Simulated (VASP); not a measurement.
Crystal: ZrS.

```
Zr S
1.0
     0.00000    2.40283    2.40283
     2.40283    0.00000    2.40283
     2.40283    2.40283    0.00000
Zr S
1 1
Direct
  0.00000 0.00000 0.00000
  0.50000 0.50000 0.50000
```

Base run:

| Item | Value |
| --- | --- |
| Program | VASP 6.6.1 |
| Functional | LDA |
| Potentials or basis | VASP PAW LDA potentials, release 64 (Zr_sv, S) |
| Cutoff | 520 eV |
| k mesh | 16 × 16 × 16 |
| Occupations | gaussian, width 0.15 eV |
| Spin | collinear spin |
| Starting moments | [0.6, 0.0] μB |
| Fixed moment | 0.6 μB |

Its results: pressure 49.2 GPa; site moments Zr +0.33; S +0.04 μB.

Question: The run is repeated on the same cell with these changes: fixed moment from 0.6 μB to 0.4 μB; moments at the start from [0.6, 0.0] to [0.4, 0.0]. What comes out?

Answer: Pressure 48.6 GPa; site moments Zr +0.22; S +0.03 μB.

Caveats: the cell stands under pressure; the total moment is fixed, so each spin has its own Fermi level and the state may be an excited one.
